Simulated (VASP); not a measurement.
# GaN (P6_3mc) in VASP: a series of runs

The runs below take GaN through single point, relaxation of cell and atoms, with PBE.

Everything below comes from runs of VASP 6.6.1. Logs are shortened: lines on timing, memory, paths and dates and some standing lists are left out, and cuts for length are marked.

### Step 1. The cell of the first run

Symmetry: P6_3mc, No. 186, hexagonal system. Conventional cell: a = 3.189 Å, b = 3.189 Å, c = 5.192 Å, α = 90.00°, β = 90.00°, γ = 120.00°. Within 2.6 Å of Ga (site symmetry 3m) lie 4 N at 1.95 to 1.96 Å. Within 2.6 Å of N (site symmetry 3m) lie 4 Ga at 1.95 to 1.96 Å.

### Step 2. Single point, PBE

INCAR reads:

```
PREC = Accurate
ENCUT = 520
EDIFF = 1E-6
ISMEAR = 0
SIGMA = 0.1
LREAL = False
LASPH = True
NELM = 80
ALGO = Normal
ISIF = 2
LWAVE = False
LCHARG = False
GGA = PE
NBANDS = 26
```

KPOINTS reads:

```
regular mesh
0
Gamma
  6 6 4
```

POSCAR reads:

```
GaN
1.0
    3.1889304000      0.0000000000      0.0000000000
   -1.5944652000      2.7616947400      0.0000000000
    0.0000000000      0.0000000000      5.1923572500
Ga N
2 2
Direct
    0.6666666700      0.3333333300      0.4990837100
    0.3333333300      0.6666666700      0.9990837100
    0.6666666700      0.3333333300      0.8759162900
    0.3333333300      0.6666666700      0.3759162900
```

Potentials or basis: VASP PAW PBE potentials, release 64 (Ga_d, N).

Command:

```bash
cat potpaw_PBE.64/Ga_d/POTCAR potpaw_PBE.64/N/POTCAR > POTCAR
mpirun -np 1 vasp_std > vasp.out
```

OUTCAR:

```text
PREC = Accurate
   ENCUT = 520
   EDIFF = 1E-6
   ISMEAR = 0
   LREAL = False
   LASPH = True
   NELM = 80
   ISIF = 2
   GGA = PE

 ion  position               nearest neighbor table
   1  0.667  0.333  0.499-   4 1.95   4 1.95   4 1.95   3 1.96
   2  0.333  0.667  0.999-   3 1.95   3 1.95   3 1.95   4 1.96
   3  0.667  0.333  0.876-   2 1.95   2 1.95   2 1.95   1 1.96
   4  0.333  0.667  0.376-   1 1.95   1 1.95   1 1.95   2 1.96

  LATTYP: Found a hexagonal cell.
 ALAT       =     3.1889304000
 C/A-ratio  =     1.6282441442

  Lattice vectors:

 A1 = (   3.1889304000,   0.0000000000,   0.0000000000)
 A2 = (  -1.5944652000,   2.7616947400,   0.0000000000)
 A3 = (   0.0000000000,   0.0000000000,   5.1923572500)

Analysis of symmetry for initial positions (statically):
=====================================================================
 Subroutine PRICEL returns:
 Original cell was already a primitive cell.

 Routine SETGRP: Setting up the symmetry group for a
 hexagonal supercell.

 Subroutine GETGRP returns: Found 12 space group operations
 (whereof  6 operations were pure point group operations)
 out of a pool of 24 trial point group operations.

The static configuration has the point symmetry C_3v.
 The point group associated with its full space group is C_6v.

Analysis of symmetry for dynamics (positions and initial velocities):
=====================================================================
 Subroutine PRICEL returns:
 Original cell was already a primitive cell.

 Routine SETGRP: Setting up the symmetry group for a
 hexagonal supercell.

 Subroutine GETGRP returns: Found 12 space group operations
 (whereof  6 operations were pure point group operations)
 out of a pool of 24 trial point group operations.

The dynamic configuration has the point symmetry C_3v.
 The point group associated with its full space group is C_6v.

 Subroutine INISYM returns: Found 12 space group operations
 (whereof  6 operations are pure point group operations),
 and found     1 'primitive' translations

----------------------------------------------------------------------------------------

                                     Primitive cell

  volume of cell :      45.7283

  direct lattice vectors                    reciprocal lattice vectors
     3.188930400  0.000000000  0.000000000     0.313584768  0.181048250  0.000000000
    -1.594465200  2.761694740  0.000000000     0.000000000  0.362096500  0.000000000
     0.000000000  0.000000000  5.192357250     0.000000000  0.000000000  0.192590754

  length of vectors
     3.188930400  3.188930402  5.192357250     0.362096500  0.362096500  0.192590754

  position of ions in fractional coordinates (direct lattice)
     0.666666670  0.333333330  0.499083710
     0.333333330  0.666666670  0.999083710
     0.666666670  0.333333330  0.875916290
     0.333333330  0.666666670  0.375916290

  ion indices of the primitive-cell ions
   primitive index   ion index
                 1           1
                 2           2
                 3           3
                 4           4

----------------------------------------------------------------------------------------

 KPOINTS: regular mesh

Automatic generation of k-mesh.
 Grid dimensions read from file:
 generate k-points for:    6    6    4

 Generating k-lattice:

  Cartesian coordinates                     Fractional coordinates (reciprocal lattice)
     0.052264128  0.030174708  0.000000000     0.166666667  0.000000000  0.000000000
     0.000000000  0.060349417  0.000000000     0.000000000  0.166666667  0.000000000
     0.000000000  0.000000000  0.048147689     0.000000000  0.000000000  0.250000000

  Length of vectors
     0.060349417  0.060349417  0.048147689

  Shift w.r.t. Gamma in fractional coordinates (k-lattice)
     0.000000000  0.000000000  0.000000000

 Subroutine IBZKPT returns following result:
 ===========================================

 Found     21 irreducible k-points:

 Following reciprocal coordinates:
            Coordinates               Weight
  0.000000  0.000000  0.000000      1.000000
  0.166667 -0.000000  0.000000      6.000000
  0.333333  0.000000  0.000000      6.000000
  0.500000  0.000000  0.000000      3.000000
  0.166667  0.166667  0.000000      6.000000
  0.333333  0.166667  0.000000     12.000000
[... 13 lines left out ...]
  0.333333  0.166667  0.500000     12.000000
  0.333333  0.333333  0.500000      2.000000
   k-points           NKPTS =     21   k-points in BZ     NKDIM =     21   number of bands    NBANDS=     26
   number of dos      NEDOS =    301   number of ions     NIONS =      4
   total plane-waves  NPLWV =  23040
   dimension x,y,z NGX =    24 NGY =   24 NGZ =   40
   dimension x,y,z NGXF=    48 NGYF=   48 NGZF=   80
   ions per type =               2   2
   NGX,Y,Z   is equivalent  to a cutoff of  12.51, 12.51, 12.81 a.u.
   NGXF,Y,Z  is equivalent  to a cutoff of  25.02, 25.02, 25.61 a.u.
 SYSTEM =  unknown system
[... 62 lines left out ...]
 fundamental gap:      1.9058073936
 Fermi energy:         5.7590439922

 k-point     1 :       0.0000    0.0000    0.0000
  band No.  band energies     occupation
      1     -10.6606      2.00000
      2      -9.7437      2.00000
      3      -8.1282      2.00000
      4      -8.1131      2.00000
      5      -8.1131      2.00000
      6      -8.0521      2.00000
[... 18 lines left out ...]
     25      17.0055      0.00000
     26      17.0055      0.00000

 k-point     2 :       0.1667   -0.0000    0.0000
  band No.  band energies     occupation
      1     -10.4060      2.00000
      2      -9.6821      2.00000
      3      -8.0982      2.00000
      4      -8.0786      2.00000
      5      -8.0337      2.00000
      6      -8.0036      2.00000
[... 18 lines left out ...]
     25      16.6788      0.00000
     26      17.5219      0.00000

 k-point     3 :       0.3333    0.0000    0.0000
  band No.  band energies     occupation
      1      -9.9374      2.00000
      2      -9.5988      2.00000
      3      -8.0607      2.00000
      4      -8.0419      2.00000
      5      -7.9600      2.00000
      6      -7.9013      2.00000
[... 18 lines left out ...]
     25      16.9122      0.00000
     26      18.4494      0.00000

 k-point     4 :       0.5000    0.0000    0.0000
  band No.  band energies     occupation
      1      -9.7536      2.00000
      2      -9.5765      2.00000
      3      -8.0638      2.00000
      4      -8.0395      2.00000
      5      -7.9429      2.00000
      6      -7.9015      2.00000
[... 18 lines left out ...]
     25      17.7467      0.00000
     26      18.6130      0.00000

 k-point     5 :       0.1667    0.1667    0.0000
  band No.  band energies     occupation
      1     -10.0437      2.00000
      2      -9.6150      2.00000
      3      -8.0659      2.00000
      4      -8.0424      2.00000
      5      -7.9756      2.00000
      6      -7.9508      2.00000
[... 18 lines left out ...]
     25      16.3394      0.00000
     26      18.6145      0.00000

 k-point     6 :       0.3333    0.1667    0.0000
  band No.  band energies     occupation
      1      -9.7430      2.00000
      2      -9.5814      2.00000
      3      -8.0860      2.00000
      4      -8.0038      2.00000
      5      -7.9147      2.00000
      6      -7.9008      2.00000
[... 340 lines left out ...]
 k-point    18 :       0.5000    0.0000    0.5000
  band No.  band energies     occupation
      1      -9.6137      2.00000
      2      -9.6137      2.00000
      3      -8.0652      2.00000
      4      -8.0652      2.00000
      5      -7.9423      2.00000
      6      -7.9423      2.00000
[... 18 lines left out ...]
     25      17.5335      0.00000
     26      17.5335      0.00000

 k-point    19 :       0.1667    0.1667    0.5000
  band No.  band energies     occupation
      1      -9.7458      2.00000
      2      -9.7458      2.00000
      3      -8.0279      2.00000
      4      -8.0279      2.00000
      5      -8.0024      2.00000
      6      -8.0024      2.00000
[... 18 lines left out ...]
     25      17.0641      0.00000
     26      17.0641      0.00000

 k-point    20 :       0.3333    0.1667    0.5000
  band No.  band energies     occupation
      1      -9.6090      2.00000
      2      -9.6090      2.00000
      3      -8.0302      2.00000
      4      -8.0302      2.00000
      5      -7.9623      2.00000
      6      -7.9623      2.00000
[... 18 lines left out ...]
     25      17.7331      0.00000
     26      17.7331      0.00000

 k-point    21 :       0.3333    0.3333    0.5000
  band No.  band energies     occupation
      1      -9.5716      2.00000
      2      -9.5716      2.00000
      3      -7.9937      2.00000
      4      -7.9937      2.00000
      5      -7.9778      2.00000
      6      -7.9778      2.00000
[... 18 lines left out ...]
     25      19.3105      0.00000
     26      19.3143      0.00000

------------------------ aborting loop because EDIFF is reached ----------------------------------------

  FORCE on cell =-STRESS in cart. coord.  units (eV):
  Direction    XX          YY          ZZ          XY          YZ          ZX
  --------------------------------------------------------------------------------------
  -------------------------------------------------------------------------------------
  Total        1.4790877      1.4790877      1.5034071      0.0000000      0.0000000     -0.0000000
  in kB       51.8226023     51.8226024     52.6746802      0.0000000      0.0000000     -0.0000000
  external PRESSURE =      52.1066283 kB  Pullay stress =       0.0000000 kB

 VOLUME and BASIS-vectors are now :
 -----------------------------------------------------------------------------
  energy-cutoff  :      520.00
  volume of cell :       45.73
      direct lattice vectors                 reciprocal lattice vectors
     3.188930400  0.000000000  0.000000000     0.313584768  0.181048250  0.000000000
    -1.594465200  2.761694740  0.000000000     0.000000000  0.362096500  0.000000000
     0.000000000  0.000000000  5.192357250     0.000000000  0.000000000  0.192590754

 POSITION                                       TOTAL-FORCE (eV/Angst)
 -----------------------------------------------------------------------------------
      1.59447      0.92056      2.59142         0.000000     -0.000000      0.005659
     -0.00000      1.84113      5.18760        -0.000000      0.000000      0.005659
      1.59447      0.92056      4.54807         0.000000      0.000000     -0.005659
     -0.00000      1.84113      1.95189        -0.000000      0.000000     -0.005659
 -----------------------------------------------------------------------------------
    total drift:                               -0.000011      0.000005     -0.001363

  FREE ENERGIE OF THE ION-ELECTRON SYSTEM (eV)
  ---------------------------------------------------
  free  energy   TOTEN  =       -24.3015655771 eV

  energy  without entropy=      -24.3015655771  energy(sigma->0) =      -24.30156558
```

Wall time 36 s (1 thread of Intel Xeon 8259CL, shared host); peak memory 0.17 GiB.

Results:

* Free energy: -24.3016 eV
* Pressure: 5.2 GPa
* Largest force: 0.006 eV/Å
* Band gap on the k mesh: 1.91 eV

Forces on the atoms (eV/Å):
```
Ga   0.000  0.000  0.006
Ga   0.000  0.000  0.006
N    0.000  0.000 -0.006
N    0.000  0.000 -0.006
```

Stress tensor (GPa, compression positive):
```
5.18 0.00 0.00
0.00 5.18 0.00
0.00 0.00 5.27
```

Levels at points of the mesh, in eV from the valence-band top:
```tsv
k point	band 15	band 16	band 17	band 18	band 19	band 20	band 21	band 22
(0.00, 0.00, 0.00)	-1.03	-0.04	0.00	0.00	1.91	4.24	9.19	9.88
(0.50, 0.00, 0.00)	-4.19	-2.74	-2.19	-1.00	5.06	5.55	6.05	8.58
(0.00, 0.00, 0.50)	-0.53	-0.53	-0.53	-0.53	4.24	4.24	8.46	8.46
(0.50, 0.00, 0.50)	-1.94	-1.94	-1.89	-1.89	4.40	4.40	7.75	7.75
```

Caveat: the cell stands under pressure.

### Step 3. Single point, PBE

This run uses another cell than the first one, of 11.76 Å³/atom.

INCAR reads:

```
SYSTEM = GaN
ALGO = Normal
EDIFF = 1E-6
ENCUT = 520
GGA = PE
ISIF = 2
ISMEAR = 0
LASPH = .TRUE.
LCHARG = .FALSE.
LREAL = .FALSE.
LWAVE = .FALSE.
NBANDS = 26
NELM = 100
PREC = Accurate
SIGMA = 0.02
```

KPOINTS reads:

```
k-points
0
G
  12 12 6
  0 0 0
```

POSCAR reads:

```
GaN
1.0
    3.2186227116      0.0000000000      0.0000000000
   -1.6093113558      2.7874090334      0.0000000000
    0.0000000000      0.0000000000      5.2435380280
Ga N
2 2
Direct
    0.6666666667      0.3333333333      0.4991325110
    0.3333333333      0.6666666667      0.9991325110
    0.6666666667      0.3333333333      0.8758674890
    0.3333333333      0.6666666667      0.3758674890
```

Potentials or basis: VASP PAW PBE potentials, release 64 (Ga_d, N).

Command:

```bash
cat potpaw_PBE.64/Ga_d/POTCAR potpaw_PBE.64/N/POTCAR > POTCAR
mpirun -np 1 vasp_std > vasp.out
```

Run time: 1.7 min. Hardware: 1 thread of Intel Xeon 8259CL, shared host; peak memory 0.21 GiB.

The run converged. Its results:

```
Free energy            : -24.3279 eV
Pressure               : 0.1 GPa
Band gap on the k mesh : 1.71 eV
```

Levels at points of the mesh, in eV from the valence-band top:
| k point | band 16 | band 17 | band 18 | band 19 | band 20 | band 21 |
| --- | --- | --- | --- | --- | --- | --- |
| (0.00, 0.00, 0.00) | -0.04 | 0.00 | 0.00 | 1.71 | 4.06 | 9.02 |
| (0.50, 0.00, 0.00) | -2.64 | -2.11 | -0.96 | 4.98 | 5.37 | 5.98 |
| (0.00, 0.00, 0.50) | -0.51 | -0.51 | -0.51 | 4.06 | 4.06 | 8.31 |
| (0.50, 0.00, 0.50) | -1.87 | -1.83 | -1.83 | 4.31 | 4.31 | 7.57 |

### Step 4. Relaxation of cell and atoms, PBE

INCAR reads:

```
SYSTEM = GaN
ALGO     = Normal         ! electronic algorithm
EDIFF    = 1E-6           ! SCF threshold, eV
EDIFFG   = -0.002         ! ionic threshold
ENCUT    = 600            ! plane-wave cutoff, eV
GGA      = PE             ! functional
IBRION   = 2              ! ionic algorithm
ISIF     = 3              ! what is computed and relaxed
ISMEAR   = 0              ! smearing method
LASPH    = .True.         ! aspherical terms in the spheres
LCHARG   = .False.        ! write CHGCAR
LREAL    = .False.        ! projectors in reciprocal space
LWAVE    = .False.        ! write WAVECAR
NELM     = 60             ! most SCF steps
NSW      = 100            ! ionic steps
PREC     = Accurate       ! precision mode
SIGMA    = 0.02           ! smearing width, eV
```

KPOINTS reads:

```
k-points
0
Gamma
  12 12 6
  0 0 0
```

POSCAR reads:

```
GaN
1.0
    3.1889304000      0.0000000000      0.0000000000
   -1.5944652000      2.7616947400      0.0000000000
    0.0000000000      0.0000000000      5.1923572500
Ga N
2 2
Direct
    0.6666666700      0.3333333300      0.4990837100
    0.3333333300      0.6666666700      0.9990837100
    0.6666666700      0.3333333300      0.8759162900
    0.3333333300      0.6666666700      0.3759162900
```

Command:

```bash
cat potpaw_PBE.64/Ga_d/POTCAR potpaw_PBE.64/N/POTCAR > POTCAR
mpirun -np 1 vasp_std > vasp.out
```

Run time: 14 min. Hardware: 1 thread of Intel Xeon 8259CL, shared host; peak memory 0.24 GiB.

It converged, with:

```
Free energy                           : -24.3290 eV
Relaxed volume                        : 11.76 Å³/atom
Relaxed cell                          : a = 3.218 Å, b = 3.218 Å, c = 5.243 Å, α = 90.00°, β = 90.00°, γ = 120.00°
Space group after relaxing (to 0.1 Å) : P6_3mc (No. 186)
Energy gained by relaxing             : 5.0 meV/atom
Ionic steps                           : 14
Pressure after relaxing               : 0.0 GPa
Band gap on the k mesh                : 1.72 eV
```

Step by step:
| step | energy change (eV) | largest force (eV/Å) | pressure (GPa) | volume (Å³) |
| --- | --- | --- | --- | --- |
| 1 | 0.0000 | 0.0058 | 5.04 | 45.73 |
| 2 | -0.0062 | 0.0042 | -3.78 | 48.15 |
| 3 | -0.0200 | 0.0003 | 0.03 | 47.03 |
| 4 | -0.0200 | 0.0002 | -0.47 | 47.05 |
| 5 | -0.0196 | 0.0039 | 0.70 | 46.84 |
| 6 | -0.0200 | 0.0010 | 0.06 | 47.00 |
| 7 | -0.0200 | 0.0011 | -0.03 | 47.01 |
| 8 | -0.0200 | 0.0010 | 0.03 | 47.00 |
| 9 | -0.0200 | 0.0010 | 0.09 | 47.01 |
| 10 | -0.0200 | 0.0018 | -0.06 | 47.04 |
| 11 | -0.0200 | 0.0018 | 0.13 | 47.03 |
| 12 | -0.0200 | 0.0016 | -0.11 | 47.04 |
| 13 | -0.0200 | 0.0024 | 0.05 | 47.03 |
| 14 | -0.0200 | 0.0016 | -0.01 | 47.03 |

Final structure:
```cif
data_structure
_symmetry_space_group_name_H-M 'P 1'
_symmetry_Int_Tables_number 1
_cell_length_a 3.2184
_cell_length_b 3.2184
_cell_length_c 5.2432
_cell_angle_alpha 90.000
_cell_angle_beta 90.000
_cell_angle_gamma 120.000
_cell_volume 47.03
loop_
_atom_site_label
_atom_site_type_symbol
_atom_site_fract_x
_atom_site_fract_y
_atom_site_fract_z
_atom_site_occupancy
Ga1 Ga 0.66667 0.33333 0.49912 1
Ga2 Ga 0.33333 0.66667 0.99912 1
N1 N 0.66667 0.33333 0.87588 1
N2 N 0.33333 0.66667 0.37588 1
```

Levels at points of the mesh, in eV from the valence-band top:
```csv
k point,band 16,band 17,band 18,band 19,band 20,band 21
"(0.00, 0.00, 0.00)",-0.04,0.00,0.00,1.72,4.06,9.02
"(0.50, 0.00, 0.00)",-2.64,-2.11,-0.96,4.98,5.37,5.98
"(0.00, 0.00, 0.50)",-0.51,-0.51,-0.51,4.06,4.06,8.31
"(0.50, 0.00, 0.50)",-1.87,-1.83,-1.83,4.31,4.31,7.58
```

### Step 5. Summary

| task | cell | k mesh | cutoff (eV) | smearing | gap on the mesh (eV) | pressure (GPa) |
| --- | --- | --- | --- | --- | --- | --- |
| single point | a = 3.189, b = 3.189, c = 5.192 Å, angles 90.0, 90.0, 120.0°, 4 atoms | 6 × 6 × 4 | 520 | gaussian 0.1 eV | 1.91 | 5.2 |
| single point | a = 3.219, b = 3.219, c = 5.244 Å, angles 90.0, 90.0, 120.0°, 4 atoms | 12 × 12 × 6 | 520 | gaussian 0.02 eV | 1.71 | 0.1 |
| relaxation of cell and atoms | relaxed from a = 3.189, b = 3.189, c = 5.192 Å, angles 90.0, 90.0, 120.0°, 4 atoms | 12 × 12 × 6 | 600 | gaussian 0.02 eV | 1.72 | 0.0 |

Alike in all rows: level PBE; potentials or basis VASP PAW PBE potentials, release 64 (Ga_d, N); no spin polarisation.

Caveats: the cell stands under pressure (at least some runs).

Absolute energies hang on the potentials; compare differences alone.
